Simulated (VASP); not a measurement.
Here is a VASP 6.6.1 calculation.

Contents of INCAR:

```
SYSTEM = Br
PREC     = Accurate       ! precision mode
ENCUT    = 520            ! plane-wave cutoff, eV
EDIFF    = 1E-6           ! SCF threshold, eV
ISMEAR   = -1             ! smearing method
SIGMA    = 0.02           ! smearing width, eV
LREAL    = .False.        ! projectors in reciprocal space
LASPH    = .True.         ! aspherical terms in the spheres
NELM     = 80             ! most SCF steps
ALGO     = Normal         ! electronic algorithm
ISIF     = 2              ! what is computed and relaxed
LWAVE    = .False.        ! write WAVECAR
LCHARG   = .True.         ! write CHGCAR
GGA      = PE             ! functional
LELF     = .True.         ! ELF
LVHAR    = .True.       
NBANDS   = 10             ! bands
```

The input KPOINTS:

```
regular mesh
0
Gamma
  15 15 15
  0 0 0
```

The input POSCAR:

```
Br
1.0
    0.0000000000      2.3529585802      2.3529585802
    2.3529585802      0.0000000000      2.3529585802
    2.3529585802      2.3529585802      0.0000000000
Br
1
Direct
    0.0000000000      0.0000000000      0.0000000000
```

Potentials or basis: VASP PAW PBE potentials, release 64 (Br).

The run is started by

```sh
$ cat potpaw_PBE.64/Br/POTCAR > POTCAR
$ mpirun -np 1 vasp_std > vasp.out
```

Question: Estimate the pressure.

Answer: 0.3 GPa.

Question: Estimate the band gap on the k mesh.

Answer: Zero (an odd number of electrons rules out a gap without spin polarisation).

Caveat: an odd number of electrons without spin polarisation forces a metal; a magnetic or distorted state may lie lower.
